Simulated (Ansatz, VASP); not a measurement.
**Pb in VASP and in Ansatz**

File INCAR:

```
  ALGO = Normal
  EDIFF = 1E-8
  ENCUT = 520
  GGA = PE
  ISIF = 2
  ISMEAR = -1
  LASPH = True
  LCHARG = False
  LEFG = True
  LREAL = False
  LWAVE = False
  NBANDS = 21
  NELM = 100
  PREC = Accurate
  SIGMA = 0.05
```

KPOINTS

```
k-points
0
Gamma
  8 8 8
```

Contents of POSCAR:

```
Pb
1.0
    0.0000000000      3.4733900561      3.4390000555
    3.4733900561      0.0000000000      3.4390000555
    3.4733900561      3.4733900561      0.0000000000
Pb
2
Direct
    0.0000000000      0.0000000000      0.0000000000
    0.2500000000      0.2500000000      0.2500000000
```

Input for Ansatz:

```yaml
crystal:
  lattice:
    - [0.0, 3.4733900561, 3.4390000555]
    - [3.4733900561, 0.0, 3.4390000555]
    - [3.4733900561, 3.4733900561, 0.0]
  atoms:
    - { symbol: Pb, position: [0.0, 0.0, 0.0] }
    - { symbol: Pb, position: [0.25, 0.25, 0.25] }
kpoints:
  mp_grid: { grid: [8, 8, 8] }
scf:
  occupations: { method: fermi_dirac, width: 0.05 }
hamiltonian:
  xc: pbe
  pseudopotentials: { kind: paw }
output:
  forces: true
  stress: true
  eigenvalues: true
  efg: { contact_densities: true }
  write_density: true
  write_potential: true
  elf: true
  volumetric_format: npy
```

Change from the starting cell: equal xx and yy strain of +1 %, PAW files.

Alike in both runs: task electric field gradients; functional PBE; k mesh 8 × 8 × 8; occupations fermi-dirac, width 0.05 eV; no spin polarisation.

|  | VASP | Ansatz |
| --- | --- | --- |
| version | VASP 6.6.1 | Ansatz 0.2.0 |
| potentials or method | VASP PAW PBE potentials, release 64 (Pb_d) | PAW with Ansatz's default frozen-core files, scalar-relativistic |
| plane-wave cutoff (eV) | 520 | 420 |
| valence electrons in the cell | 28 | 28 |

|  | VASP | Ansatz | Ansatz less VASP |
| --- | --- | --- | --- |
| pressure (GPa) | 1.6 | 1.7 | +0.05 |
| traceless stress, the component that is largest in VASP (GPa) | 0.06 | 0.06 | 0.000 |
| size of Vzz on the site where it differs most (V/Å²) | 8.3 | 8.5 | +0.27 |

Neither program's run includes spin-orbit coupling.
